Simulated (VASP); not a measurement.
# Mg (Fd-3m) in VASP: a series of runs

The runs below take Mg through single point, with LDA.

Everything below comes from runs of VASP 6.6.1. Logs are shortened: lines on timing, memory, paths and dates and some standing lists are left out, and cuts for length are marked.

## Step 1: The cell of the first run

It takes space group Fd-3m (No. 227, cubic). The conventional cell has a = 6.414 Å, b = 6.414 Å, c = 6.414 Å, α = 90.00°, β = 90.00°, γ = 90.00°. Within 3.7 Å of Mg (site symmetry -43m) lie 4 Mg at 2.78 Å.

## Step 2: Single point, LDA (volume scaled by 0.88)

Input file INCAR:

```
PREC = Accurate
ENCUT = 520
EDIFF = 1E-7
ISMEAR = -1
SIGMA = 0.1
LREAL = False
LASPH = True
NELM = 80
ALGO = Normal
ISIF = 2
LWAVE = False
LCHARG = False
GGA = CA
NBANDS = 9
```

Input file KPOINTS:

```
Automatic mesh
0
Gamma
  9 9 9
```

Input file POSCAR:

```
Mg
1.0
    0.0000000000      3.2068916188      3.2068916188
    3.2068916188      0.0000000000      3.2068916188
    3.2068916188      3.2068916188      0.0000000000
Mg
2
Direct
    0.1250000000      0.1250000000      0.1250000000
    0.8750000000      0.8750000000      0.8750000000
```

Potentials or basis: VASP PAW LDA potentials, release 64 (Mg).

Started as:

```bash
$ cat potpaw_LDA.64/Mg/POTCAR > POTCAR
$ mpirun -np 1 vasp_std > vasp.out
```

OUTCAR:

```text
PREC = Accurate
   ENCUT = 520
   EDIFF = 1E-7
   ISMEAR = -1
   LREAL = False
   LASPH = True
   NELM = 80
   ISIF = 2
   GGA = CA

 ion  position               nearest neighbor table
   1  0.125  0.125  0.125-   2 2.78   2 2.78   2 2.78   2 2.78
   2  0.875  0.875  0.875-   1 2.78   1 2.78   1 2.78   1 2.78

  LATTYP: Found a face centered cubic cell.
 ALAT       =     6.4137832376

  Lattice vectors:

 A1 = (   0.0000000000,   3.2068916188,   3.2068916188)
 A2 = (   3.2068916188,   0.0000000000,   3.2068916188)
 A3 = (   3.2068916188,   3.2068916188,   0.0000000000)

Analysis of symmetry for initial positions (statically):
=====================================================================
 Subroutine PRICEL returns:
 Original cell was already a primitive cell.

 Routine SETGRP: Setting up the symmetry group for a
 face centered cubic supercell.

 Subroutine GETGRP returns: Found 48 space group operations
 (whereof 12 operations were pure point group operations)
 out of a pool of 48 trial point group operations.

The static configuration has the point symmetry D_3d.
 The point group associated with its full space group is O_h .

Analysis of symmetry for dynamics (positions and initial velocities):
=====================================================================
 Subroutine PRICEL returns:
 Original cell was already a primitive cell.

 Routine SETGRP: Setting up the symmetry group for a
 face centered cubic supercell.

 Subroutine GETGRP returns: Found 48 space group operations
 (whereof 12 operations were pure point group operations)
 out of a pool of 48 trial point group operations.

The dynamic configuration has the point symmetry D_3d.
 The point group associated with its full space group is O_h .

 Subroutine INISYM returns: Found 48 space group operations
 (whereof 12 operations are pure point group operations),
 and found     1 'primitive' translations

----------------------------------------------------------------------------------------

                                     Primitive cell

  volume of cell :      65.9603

  direct lattice vectors                    reciprocal lattice vectors
     0.000000000  3.206891619  3.206891619    -0.155914218  0.155914218  0.155914218
     3.206891619  0.000000000  3.206891619     0.155914218 -0.155914218  0.155914218
     3.206891619  3.206891619  0.000000000     0.155914218  0.155914218 -0.155914218

  length of vectors
     4.535229620  4.535229620  4.535229620     0.270051348  0.270051348  0.270051348

  position of ions in fractional coordinates (direct lattice)
     0.125000000  0.125000000  0.125000000
     0.875000000  0.875000000  0.875000000
[... 79 lines left out ...]
   EDIFFG = 0.1E-05   stopping-criterion for IOM
   NSW    =      0    number of steps for IOM
   IBRION =     -1    ionic relax: 0-MD 1-quasi-New 2-CG
   NFREE  =      0    steps in history (QN), initial steepest desc. (CG)
   ISIF   =      2    stress and relaxation
   ISYM   =      2    0-nonsym 1-usesym 2-fastsym
   POTIM  = 0.5000    time-step for ionic-motion
   TEBEG  =    0.0;   TEEND  =   0.0 temperature during run
   PSTRESS=    0.0 pullay stress
   NELECT =       4.0000    total number of electrons
   NUPDOWN=      -1.0000    fix difference up-down
   EMIN   =  10.00;   EMAX   =-10.00  energy-range for DOS
   EFERMI =   0.00;   METHOD = LEGACY
   ISMEAR =    -1;   SIGMA  =   0.10  broadening in eV -4-tet -1-fermi 0-gaus
   EFERMI_NEDOS =   21; number of points for ismear=-14 and -15
   IALGO  =     38    algorithm
   IMIX   =      4    mixing-type and parameters
     AMIX     =   0.40;   BMIX     =  1.00
     AMIX_MAG =   1.60;   BMIX_MAG =  1.00
  volume/ion in A,a.u.               =      32.98       222.56
  Fermi-wavevector in a.u.,A,eV,Ry     =   0.643182  1.215438  5.628500  0.413683
  Thomas-Fermi vector in A             =   1.710097
   LORBIT       =      0    0 simple, 1 ext, 2 COOP (PROOUT), +10 PAW based schemes
   GGA     = CA    functional components
   LHFCALC =     F    Hartree Fock is set to
   AEXX    =    0.0000 exact exchange contribution
   IVDW    =     0    specifies the selected vdW correction
   LEPSILON=     F    determine dielectric tensor
   LRPA    =     F    only Hartree local field effects (RPA)
 non-spin polarized calculation
  energy-cutoff  :      520.00
  volume of cell :       65.96
 maximum number of plane-waves:      1807
 NGX is ok and might be reduce to    36
   NGX = 17   NGY = 17   NGZ = 17

 number of electron       4.0000000 magnetization

 Free energy of the ion-electron system (eV)
  ---------------------------------------------------
  ext. energy  EPLUGINS =         0.00000000
  ---------------------------------------------------
  free energy    TOTEN  =        -1.93551157 eV

  energy without entropy =       -1.90075387  energy(sigma->0) =       -1.91813272

 E-fermi :   0.6265     XC(G=0):  -7.4024

 val. band max:        0.6046238823   @ k =  -0.2222   0.2222   0.0000
 cond. band min:       0.7720411483   @ k =  -0.4444   0.3333   0.1111
 fundamental gap:      0.1674172660
 Fermi energy:         0.6264967186

 k-point     1 :       0.0000    0.0000    0.0000
  band No.  band energies     occupation
      1      -4.9006      2.00000
      2       4.3121      0.00000
      3       4.3121      0.00000
      4       4.3121      0.00000
      5       5.3599      0.00000
      6       5.3599      0.00000
      7       5.3599      0.00000
      8       7.8241      0.00000
      9       8.3474      0.00000
[... 265 lines left out ...]
 k-point    24 :       0.4444    0.4444    0.0000
  band No.  band energies     occupation
      1      -2.2061      2.00000
      2      -0.7773      2.00000
      3       1.7697      0.00002
      4       1.7697      0.00002
      5       3.2160      0.00000
      6       3.3404      0.00000
      7      10.7537      0.00000
      8      10.7537      0.00000
      9      11.1991      0.00000

 [... further k-points ...]
[... 5 lines left out ...]
  --------------------------------------------------------------------------------------
  -------------------------------------------------------------------------------------
  Total        0.8274388      0.8274388      0.8274388     -0.0000000      0.0000000     -0.0000000
  in kB       20.0984988     20.0984988     20.0984988     -0.0000000      0.0000000     -0.0000000
  external PRESSURE =      20.0984988 kB  Pullay stress =       0.0000000 kB

 VOLUME and BASIS-vectors are now :
 -----------------------------------------------------------------------------
  energy-cutoff  :      520.00
  volume of cell :       65.96
      direct lattice vectors                 reciprocal lattice vectors
     0.000000000  3.206891619  3.206891619    -0.155914218  0.155914218  0.155914218
     3.206891619  0.000000000  3.206891619     0.155914218 -0.155914218  0.155914218
     3.206891619  3.206891619  0.000000000     0.155914218  0.155914218 -0.155914218

 POSITION                                       TOTAL-FORCE (eV/Angst)
 -----------------------------------------------------------------------------------
      0.80172      0.80172      0.80172         0.000000      0.000000      0.000000
      5.61206      5.61206      5.61206        -0.000000     -0.000000     -0.000000
 -----------------------------------------------------------------------------------
    total drift:                               -0.000000      0.000000      0.000000

  FREE ENERGIE OF THE ION-ELECTRON SYSTEM (eV)
  ---------------------------------------------------
  free  energy   TOTEN  =        -1.9355115678 eV

  energy  without entropy=       -1.9007538742  energy(sigma->0) =       -1.91813272
```

It took 11 s on 1 thread of Intel Xeon Platinum 8375C at 2.90GHz (Ice Lake), shared host; peak memory 0.17 GiB.

Results:

* Free energy: -1.9355 eV
* Pressure: 2.0 GPa
* Band gap on the k mesh: zero (band 2 reaches 4.31 eV, above the bottom of band 3 at -0.03 eV)

Caveat: the cell differs from its parent crystal (volume scaled by 0.88).

## Step 3: Single point, LDA (volume scaled by 0.92)

Input file INCAR:

```
ALGO = Normal ; EDIFF = 1E-7
ENCUT = 520 ; GGA = CA
ISIF = 2 ; ISMEAR = -1
LASPH = T ; LCHARG = F
LREAL = F ; LWAVE = F
NBANDS = 9 ; NELM = 100
PREC = Accurate ; SIGMA = 0.1
```

Input file KPOINTS:

```
k-points
0
Gamma
  9 9 9
```

Input file POSCAR:

```
Mg
1.0
    0.0000000000      3.2547627305      3.2547627305
    3.2547627305      0.0000000000      3.2547627305
    3.2547627305      3.2547627305      0.0000000000
Mg
2
Direct
    0.1250000000      0.1250000000      0.1250000000
    0.8750000000      0.8750000000      0.8750000000
```

Potentials or basis: VASP PAW LDA potentials, release 64 (Mg).

Started as:

```bash
$ cat potpaw_LDA.64/Mg/POTCAR > POTCAR
$ mpirun -np 1 vasp_std > vasp.out
```

It took 12 s on 1 thread of Intel Xeon Platinum 8375C at 2.90GHz (Ice Lake), shared host; peak memory 0.17 GiB.

It converged, with:

| Quantity | Value |
| --- | --- |
| Free energy | -1.9650 eV |
| Pressure | 1.2 GPa |
| Band gap on the k mesh | zero (band 2 reaches 4.03 eV, above the bottom of band 3 at -0.14 eV) |

Levels at points of the mesh, in eV from the Fermi level:
```
           k point  band 1  band 2  band 3  band 4  band 5
(0.00, 0.00, 0.00)   -5.38    3.57    3.57    3.57    4.63
```

Caveat: the cell differs from its parent crystal (volume scaled by 0.92).

## Step 4: Single point, LDA (volume scaled by 0.96)

Input file INCAR:

```
SYSTEM = Mg
  ALGO = Normal
  EDIFF = 1E-7
  ENCUT = 520
  GGA = CA
  ISIF = 2
  ISMEAR = -1
  LASPH = .True.
  LCHARG = .False.
  LREAL = .False.
  LWAVE = .False.
  NBANDS = 9
  NELM = 60
  PREC = Accurate
  SIGMA = 0.1
```

Input file KPOINTS:

```
k-points
0
Gamma
  9 9 9
  0 0 0
```

Input file POSCAR:

```
Mg
1.0
    0.0000000000      3.3012656237      3.3012656237
    3.3012656237      0.0000000000      3.3012656237
    3.3012656237      3.3012656237      0.0000000000
Mg
2
Direct
    0.1250000000      0.1250000000      0.1250000000
    0.8750000000      0.8750000000      0.8750000000
```

Started as:

```bash
$ cat potpaw_LDA.64/Mg/POTCAR > POTCAR
$ mpirun -np 1 vasp_std > vasp.out
```

It took 12 s on 1 thread of Intel Xeon Platinum 8375C at 2.90GHz (Ice Lake), shared host; peak memory 0.17 GiB.

It converged, with:

| Property | Result |
| --- | --- |
| Free energy | -1.9803 eV |
| Pressure | 0.5 GPa |
| Band gap on the k mesh | zero (band 2 reaches 3.77 eV, above the bottom of band 3 at -0.24 eV) |

Levels at points of the mesh, in eV from the Fermi level:
| k point | band 1 | band 2 | band 3 | band 4 | band 5 | band 6 | band 7 |
| --- | --- | --- | --- | --- | --- | --- | --- |
| (0.00, 0.00, 0.00) | -5.26 | 3.46 | 3.46 | 3.46 | 4.52 | 4.52 | 4.52 |

Caveat: the cell differs from its parent crystal (volume scaled by 0.96).

## Step 5: Single point, LDA

This run uses another cell than the first one, of 37.48 Å³/atom, 1.136 times its volume.

Input file INCAR:

```
SYSTEM = Mg
PREC = Accurate ; ENCUT = 520
EDIFF = 1E-7 ; ISMEAR = -1
SIGMA = 0.1 ; LREAL = .FALSE.
LASPH = .TRUE. ; NELM = 80
ALGO = Normal ; ISIF = 2
LWAVE = .FALSE. ; LCHARG = .FALSE.
NBANDS = 9
```

Input file KPOINTS:

```
Automatic mesh
0
G
  9 9 9
  0 0 0
```

Input file POSCAR:

```
Mg
1.0
    0.0000000000      3.3464940607      3.3464940607
    3.3464940607      0.0000000000      3.3464940607
    3.3464940607      3.3464940607      0.0000000000
Mg
2
Direct
    0.1250000000      0.1250000000      0.1250000000
    0.8750000000      0.8750000000      0.8750000000
```

Started as:

```bash
$ cat potpaw_LDA.64/Mg/POTCAR > POTCAR
$ mpirun -np 1 vasp_std > vasp.out
```

Run time: 12 s. Hardware: 1 thread of Intel Xeon Platinum 8375C at 2.90GHz (Ice Lake), shared host; peak memory 0.17 GiB.

It converged, with:

```
Free energy            : -1.9840 eV
Pressure               : -0.1 GPa
Band gap on the k mesh : zero (band 2 reaches 3.53 eV, above the bottom of band 3 at -0.33 eV)
```

Levels at points of the mesh, in eV from the Fermi level:
| k point | band 1 | band 2 | band 3 | band 4 | band 5 | band 6 | band 7 |
| --- | --- | --- | --- | --- | --- | --- | --- |
| (0.00, 0.00, 0.00) | -5.14 | 3.35 | 3.35 | 3.35 | 4.42 | 4.42 | 4.42 |

## Step 6: Summary

| cell | gap on the mesh (eV) | pressure (GPa) |
| --- | --- | --- |
| a = 4.535 Å, angles 60.0°, 2 atoms | none | 2.0 |
| a = 4.603 Å, angles 60.0°, 2 atoms | none | 1.2 |
| a = 4.669 Å, angles 60.0°, 2 atoms | none | 0.5 |
| a = 4.733 Å, angles 60.0°, 2 atoms | none | -0.1 |

Alike in all rows: task single point; level LDA; potentials or basis VASP PAW LDA potentials, release 64 (Mg); no spin polarisation; k mesh 9 × 9 × 9; cutoff (eV) 520; smearing fermi-dirac 0.1 eV.

Total energies depend on the potentials used, so only differences within one code and one set of settings carry meaning.
